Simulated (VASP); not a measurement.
Write the native input for VASP 6.6.1 that does the following.

| Item | Value |
| --- | --- |
| Task | single point |
| Functional | r2SCAN |
| Potentials or basis | VASP PAW PBE potentials, release 64 (Na_pv, Cl) |
| Cutoff | 520 eV |
| k mesh | 6 × 6 × 4 |
| Occupations | gaussian, width 0.01 eV |
| Spin | no spin polarisation |
| Dipole correction | no |
| Further INCAR settings | ALGO = Normal; EDIFF = 1e-06; NBANDS = 22 |

Crystal: NaCl.

```
CELL_PARAMETERS angstrom
4.62470 0.00000 0.00000
-2.31235 4.00511 0.00000
0.00000 0.00000 5.45579
ATOMIC_POSITIONS crystal
Na 0.33333 0.66667 0.93750
Na 0.66667 0.33333 0.43750
Cl 0.33333 0.66667 0.43750
Cl 0.66667 0.33333 0.93750
```

One way to write it, as run:

POSCAR

```
NaCl
1.0
    4.6246995057      0.0000000000      0.0000000000
   -2.3123497529      4.0051072568      0.0000000000
    0.0000000000      0.0000000000      5.4557875867
Na Cl
2 2
Direct
    0.3333333333      0.6666666667     -0.0624973391
    0.6666666667      0.3333333333      0.4375026609
    0.3333333333      0.6666666667      0.4374973391
    0.6666666667      0.3333333333      0.9374973391
```

INCAR.step1

```
PREC     = Accurate       # precision mode
ENCUT    = 520            # plane-wave cutoff, eV
ISMEAR   = 0              # smearing method
SIGMA    = 0.01           # smearing width, eV
LREAL    = False          # projectors in reciprocal space
LASPH    = True           # aspherical terms in the spheres
NELM     = 60             # most SCF steps
NBANDS   = 22             # bands
GGA      = PE             # functional
ALGO     = Normal         # electronic algorithm
EDIFF    = 1E-4           # SCF threshold, eV
LWAVE    = True           # write WAVECAR
LCHARG   = False          # write CHGCAR
```

INCAR.step2

```
PREC     = Accurate       # precision mode
ENCUT    = 520            # plane-wave cutoff, eV
EDIFF    = 1E-6           # SCF threshold, eV
ISMEAR   = 0              # smearing method
SIGMA    = 0.01           # smearing width, eV
LREAL    = False          # projectors in reciprocal space
LASPH    = True           # aspherical terms in the spheres
NELM     = 60             # most SCF steps
ALGO     = Normal         # electronic algorithm
ISIF     = 2              # what is computed and relaxed
LWAVE    = False          # write WAVECAR
LCHARG   = False          # write CHGCAR
METAGGA  = R2SCAN         # meta-GGA
LMIXTAU  = True         
NBANDS   = 22             # bands
ISTART   = 1
```

KPOINTS

```
regular mesh
0
Gamma
  6 6 4
```

Potentials or basis: VASP PAW PBE potentials, release 64 (Na_pv, Cl).

Run with:

```sh
$ cat potpaw_PBE.64/Na_pv/POTCAR potpaw_PBE.64/Cl/POTCAR > POTCAR
$ cp INCAR.step1 INCAR
$ mpirun -np 1 vasp_std > vasp.out
$ cp INCAR.step2 INCAR
$ mpirun -np 1 vasp_std > vasp.out
```

It gave:

* Pressure: 1.3 GPa
* Largest force: 0.004 eV/Å
* Band gap on the k mesh: 5.61 eV

Caveat: the PAW data sets were made with another functional, which shifts forces and pressure a little.

It took 66 s on 1 thread of Intel(R) Xeon(R) 6975P-C (Granite Rapids) (shared host), peak memory 0.24 GiB.
